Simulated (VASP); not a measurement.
# HfAs3 (Im-3m) in VASP: a series of runs

Runs on HfAs3. Level: PBE. Tasks: single point.

All numbers are computed with VASP 6.6.1; they aren't measurements. Logs are shortened: lines on timing, memory, paths and dates and some standing lists are left out, and cuts for length are marked.

## Step 1: The cell of the first run

The structure is cubic, space group Im-3m (No. 229). The conventional cell has a = 4.918 Å, b = 4.918 Å, c = 4.918 Å, α = 90.00°, β = 90.00°, γ = 90.00°. Within 3.2 Å of Hf (site symmetry m-3m) lie 6 As at 2.46 Å. Within 3.2 Å of As (site symmetry 4/mmm) lie 2 Hf at 2.46 Å and 4 As at 2.46 Å.

## Step 2: Single point, PBE

Input file INCAR:

```
PREC     = Accurate       # precision mode
ENCUT    = 520            # plane-wave cutoff, eV
EDIFF    = 1E-6           # SCF threshold, eV
ISMEAR   = 0              # smearing method
SIGMA    = 0.1            # smearing width, eV
LREAL    = False          # projectors in reciprocal space
LASPH    = True           # aspherical terms in the spheres
NELM     = 60             # most SCF steps
ALGO     = Normal         # electronic algorithm
ISIF     = 2              # what is computed and relaxed
LWAVE    = False          # write WAVECAR
LCHARG   = False          # write CHGCAR
GGA      = PE             # functional
NBANDS   = 20             # bands
```

Input file KPOINTS:

```
regular mesh
0
Gamma
  6 6 6
```

Input file POSCAR:

```
HfAs3
1.0
   -2.4590104800      2.4590104800      2.4590104800
    2.4590104800     -2.4590104800      2.4590104800
    2.4590104800      2.4590104800     -2.4590104800
Hf As
1 3
Direct
    0.0000000000      0.0000000000      0.0000000000
    0.0000000000      0.5000000000      0.5000000000
    0.5000000000      0.0000000000      0.5000000000
    0.5000000000      0.5000000000      0.0000000000
```

Potentials or basis: VASP PAW PBE potentials, release 64 (Hf_pv, As).

Run with:

```console
$ cat potpaw_PBE.64/Hf_pv/POTCAR potpaw_PBE.64/As/POTCAR > POTCAR
$ mpirun -np 1 vasp_std > vasp.out
```

OUTCAR:

```text
PREC = Accurate
   ENCUT = 520
   EDIFF = 1E-6
   ISMEAR = 0
   LREAL = False
   LASPH = True
   NELM = 60
   ISIF = 2
   GGA = PE

 ion  position               nearest neighbor table
   1  0.000  0.000  0.000-   2 2.46   3 2.46   4 2.46   2 2.46   3 2.46   4 2.46
   2  0.000  0.500  0.500-   1 2.46   3 2.46   4 2.46   1 2.46   4 2.46   3 2.46
   3  0.500  0.000  0.500-   1 2.46   2 2.46   4 2.46   4 2.46   1 2.46   2 2.46
   4  0.500  0.500  0.000-   1 2.46   2 2.46   3 2.46   3 2.46   2 2.46   1 2.46

  LATTYP: Found a body centered cubic cell.
 ALAT       =     4.9180209600

  Lattice vectors:

 A1 = (  -2.4590104800,   2.4590104800,   2.4590104800)
 A2 = (   2.4590104800,  -2.4590104800,   2.4590104800)
 A3 = (   2.4590104800,   2.4590104800,  -2.4590104800)

Analysis of symmetry for initial positions (statically):
=====================================================================
 Subroutine PRICEL returns:
 Original cell was already a primitive cell.

 Routine SETGRP: Setting up the symmetry group for a
 body centered cubic supercell.

 Subroutine GETGRP returns: Found 48 space group operations
 (whereof 48 operations were pure point group operations)
 out of a pool of 48 trial point group operations.

The static configuration has the point symmetry O_h .

Analysis of symmetry for dynamics (positions and initial velocities):
=====================================================================
 Subroutine PRICEL returns:
 Original cell was already a primitive cell.

 Routine SETGRP: Setting up the symmetry group for a
 body centered cubic supercell.

 Subroutine GETGRP returns: Found 48 space group operations
 (whereof 48 operations were pure point group operations)
 out of a pool of 48 trial point group operations.

The dynamic configuration has the point symmetry O_h .

 Subroutine INISYM returns: Found 48 space group operations
 (whereof 48 operations are pure point group operations),
 and found     1 'primitive' translations

----------------------------------------------------------------------------------------

                                     Primitive cell

  volume of cell :      59.4759

  direct lattice vectors                    reciprocal lattice vectors
    -2.459010480  2.459010480  2.459010480     0.000000000  0.203333822  0.203333822
     2.459010480 -2.459010480  2.459010480     0.203333822  0.000000000  0.203333822
     2.459010480  2.459010480 -2.459010480     0.203333822  0.203333822  0.000000000

  length of vectors
     4.259131088  4.259131088  4.259131088     0.287557449  0.287557449  0.287557449

  position of ions in fractional coordinates (direct lattice)
     0.000000000  0.000000000  0.000000000
     0.000000000  0.500000000  0.500000000
     0.500000000  0.000000000  0.500000000
     0.500000000  0.500000000  0.000000000

  ion indices of the primitive-cell ions
   primitive index   ion index
                 1           1
                 2           2
                 3           3
                 4           4

----------------------------------------------------------------------------------------

 KPOINTS: regular mesh

Automatic generation of k-mesh.
 Grid dimensions read from file:
 generate k-points for:    6    6    6

 Generating k-lattice:

  Cartesian coordinates                     Fractional coordinates (reciprocal lattice)
     0.000000000  0.033888970  0.033888970     0.166666667  0.000000000  0.000000000
     0.033888970  0.000000000  0.033888970     0.000000000  0.166666667  0.000000000
     0.033888970  0.033888970  0.000000000     0.000000000  0.000000000  0.166666667

  Length of vectors
     0.047926242  0.047926242  0.047926242

  Shift w.r.t. Gamma in fractional coordinates (k-lattice)
     0.000000000  0.000000000  0.000000000

 Subroutine IBZKPT returns following result:
 ===========================================

 Found     16 irreducible k-points:

 Following reciprocal coordinates:
            Coordinates               Weight
  0.000000  0.000000  0.000000      1.000000
  0.166667  0.000000  0.000000     12.000000
  0.333333  0.000000  0.000000     12.000000
  0.500000  0.000000  0.000000      6.000000
  0.166667  0.166667  0.000000     24.000000
  0.333333  0.166667  0.000000     48.000000
[... 8 lines left out ...]
  0.500000  0.500000  0.333333     12.000000
  0.500000  0.500000  0.500000      1.000000
   k-points           NKPTS =     16   k-points in BZ     NKDIM =     16   number of bands    NBANDS=     20
   number of dos      NEDOS =    301   number of ions     NIONS =      4
   total plane-waves  NPLWV =  32768
   dimension x,y,z NGX =    32 NGY =   32 NGZ =   32
   dimension x,y,z NGXF=    64 NGYF=   64 NGZF=   64
   ions per type =               1   3
   NGX,Y,Z   is equivalent  to a cutoff of  12.49, 12.49, 12.49 a.u.
   NGXF,Y,Z  is equivalent  to a cutoff of  24.98, 24.98, 24.98 a.u.
 SYSTEM =  unknown system
   PREC   = accura    normal or accurate (medium, high low for compatibility)
   ISTART =      0    job   : 0-new  1-cont  2-samecut
   ICHARG =      2    charge: 1-file 2-atom 10-const
   ISPIN  =      1    spin polarized calculation?
   LNONCOLLINEAR =      F non collinear calculations
   LSORBIT =      F    spin-orbit coupling
   LASPH  =      T    aspherical Exc in radial PAW
   ENCUT  =  520.0 eV  38.22 Ry    6.18 a.u.   7.92  7.92  7.92*2*pi/ulx,y,z
   NELM   =     60;   NELMIN=  2; NELMDL= -5     # of ELM steps
   EDIFF  = 0.1E-05   stopping-criterion for ELM
   LREAL  =      F    real-space projection
[... 7 lines left out ...]
   TEBEG  =    0.0;   TEEND  =   0.0 temperature during run
   PSTRESS=    0.0 pullay stress
   NELECT =      25.0000    total number of electrons
   NUPDOWN=      -1.0000    fix difference up-down
   EMIN   =  10.00;   EMAX   =-10.00  energy-range for DOS
   EFERMI =   0.00;   METHOD = LEGACY
   ISMEAR =     0;   SIGMA  =   0.10  broadening in eV -4-tet -1-fermi 0-gaus
   EFERMI_NEDOS =   21; number of points for ismear=-14 and -15
   IALGO  =     38    algorithm
   IMIX   =      4    mixing-type and parameters
     AMIX     =   0.40;   BMIX     =  1.00
     AMIX_MAG =   1.60;   BMIX_MAG =  1.00
  volume/ion in A,a.u.               =      14.87       100.34
  Fermi-wavevector in a.u.,A,eV,Ry     =   1.226331  2.317430 20.461643  1.503888
  Thomas-Fermi vector in A             =   2.361336
   LORBIT       =      0    0 simple, 1 ext, 2 COOP (PROOUT), +10 PAW based schemes
   GGA     = PE    functional components
   LHFCALC =     F    Hartree Fock is set to
   AEXX    =    0.0000 exact exchange contribution
   IVDW    =     0    specifies the selected vdW correction
   LEPSILON=     F    determine dielectric tensor
   LRPA    =     F    only Hartree local field effects (RPA)
 non-spin polarized calculation
 Gauss-broadening in eV      SIGMA  =   0.10
  energy-cutoff  :      520.00
  volume of cell :       59.48
 maximum number of plane-waves:      1638
   NGX = 15   NGY = 15   NGZ = 15

 number of electron      25.0000002 magnetization

 Free energy of the ion-electron system (eV)
  ---------------------------------------------------
  ext. energy  EPLUGINS =         0.00000000
  ---------------------------------------------------
  free energy    TOTEN  =       -20.49178771 eV

  energy without entropy =      -20.47320377  energy(sigma->0) =      -20.48249574

 E-fermi :   9.0004     XC(G=0): -12.1147

 val. band max:        8.9654356640   @ k =  -0.3333   0.3333   0.1667
 cond. band min:       9.0433441624   @ k =  -0.3333   0.3333   0.3333
 fundamental gap:      0.0779084984
 Fermi energy:         9.0003510471

 k-point     1 :       0.0000    0.0000    0.0000
  band No.  band energies     occupation
      1     -21.5720      2.00000
      2     -21.5720      2.00000
      3     -21.5720      2.00000
      4      -7.5258      2.00000
      5       0.2736      2.00000
      6       0.2736      2.00000
[... 12 lines left out ...]
     19      17.1685      0.00000
     20      17.1685      0.00000

 k-point     2 :       0.1667    0.0000    0.0000
  band No.  band energies     occupation
      1     -21.5848      2.00000
      2     -21.5752      2.00000
      3     -21.5703      2.00000
      4      -7.1599      2.00000
      5      -0.9357      2.00000
      6       0.0228      2.00000
[... 12 lines left out ...]
     19      15.6910      0.00000
     20      16.4042      0.00000

 k-point     3 :       0.3333    0.0000    0.0000
  band No.  band energies     occupation
      1     -21.6097      2.00000
      2     -21.5814      2.00000
      3     -21.5667      2.00000
      4      -6.1390      2.00000
      5      -2.8060      2.00000
      6      -0.2402      2.00000
[... 12 lines left out ...]
     19      15.7318      0.00000
     20      17.3171      0.00000

 k-point     4 :       0.5000    0.0000    0.0000
  band No.  band energies     occupation
      1     -21.6219      2.00000
      2     -21.5846      2.00000
      3     -21.5650      2.00000
      4      -4.9031      2.00000
      5      -4.3039      2.00000
      6      -0.3036      2.00000
[... 12 lines left out ...]
     19      16.0817      0.00000
     20      17.0903      0.00000

 k-point     5 :       0.1667    0.1667    0.0000
  band No.  band energies     occupation
      1     -21.6015      2.00000
      2     -21.5785      2.00000
      3     -21.5710      2.00000
      4      -6.4669      2.00000
      5      -2.1184      2.00000
      6      -0.6729      2.00000
[... 12 lines left out ...]
     19      15.8276      0.00000
     20      16.2288      0.00000
[... 169 lines left out ...]
      6      -1.0306      2.00000
[... 12 lines left out ...]
     19      15.7337      0.00000
     20      16.0509      0.00000

 k-point    14 :      -0.3333    0.3333    0.3333
  band No.  band energies     occupation
      1     -21.6012      2.00000
      2     -21.5943      2.00000
      3     -21.5943      2.00000
      4      -5.2246      2.00000
      5      -3.8190      2.00000
      6       0.1679      2.00000
[... 12 lines left out ...]
     19      17.4955      0.00000
     20      17.4956      0.00000

 k-point    15 :       0.5000    0.5000    0.3333
  band No.  band energies     occupation
      1     -21.6079      2.00000
      2     -21.5986      2.00000
      3     -21.5938      2.00000
      4      -4.6058      2.00000
      5      -4.3398      2.00000
      6      -0.2766      2.00000
[... 12 lines left out ...]
     19      16.6366      0.00000
     20      17.5558      0.00000

 k-point    16 :       0.5000    0.5000    0.5000
  band No.  band energies     occupation
      1     -21.6032      2.00000
      2     -21.6032      2.00000
      3     -21.6032      2.00000
      4      -4.4728      2.00000
      5      -4.4728      2.00000
      6       1.3077      2.00000
[... 12 lines left out ...]
     19      17.5056      0.00000
     20      18.1389      0.00000

------------------------ aborting loop because EDIFF is reached ----------------------------------------

  FORCE on cell =-STRESS in cart. coord.  units (eV):
  Direction    XX          YY          ZZ          XY          YZ          ZX
  --------------------------------------------------------------------------------------
  -------------------------------------------------------------------------------------
  Total       26.5823445     26.5823445     26.5823445     -0.0000000     -0.0000000      0.0000000
  in kB      716.0819634    716.0819634    716.0819634     -0.0000000     -0.0000000      0.0000000
  external PRESSURE =     716.0819634 kB  Pullay stress =       0.0000000 kB

 VOLUME and BASIS-vectors are now :
 -----------------------------------------------------------------------------
  energy-cutoff  :      520.00
  volume of cell :       59.48
      direct lattice vectors                 reciprocal lattice vectors
    -2.459010480  2.459010480  2.459010480     0.000000000  0.203333822  0.203333822
     2.459010480 -2.459010480  2.459010480     0.203333822  0.000000000  0.203333822
     2.459010480  2.459010480 -2.459010480     0.203333822  0.203333822  0.000000000

 POSITION                                       TOTAL-FORCE (eV/Angst)
 -----------------------------------------------------------------------------------
      0.00000      0.00000      0.00000        -0.000000     -0.000000      0.000000
      2.45901      0.00000      0.00000         0.000000      0.000000      0.000000
      0.00000      2.45901      0.00000        -0.000000     -0.000000     -0.000000
      0.00000      0.00000      2.45901         0.000000      0.000000     -0.000000
 -----------------------------------------------------------------------------------
    total drift:                               -0.000000      0.000000      0.000000

  FREE ENERGIE OF THE ION-ELECTRON SYSTEM (eV)
  ---------------------------------------------------
  free  energy   TOTEN  =       -20.4917877121 eV

  energy  without entropy=      -20.4732037698  energy(sigma->0) =      -20.48249574
```

Wall time 7.5 s (1 thread of Intel Xeon 6975P-C (Granite Rapids), shared host); peak memory 0.17 GiB.

Results:

```yaml
Free_energy: -20.4918 eV
Pressure: 71.6 GPa
```

Caveat: spin-orbit coupling is left out, which moves the levels of the heavy elements.

[end of part 1 of 2]
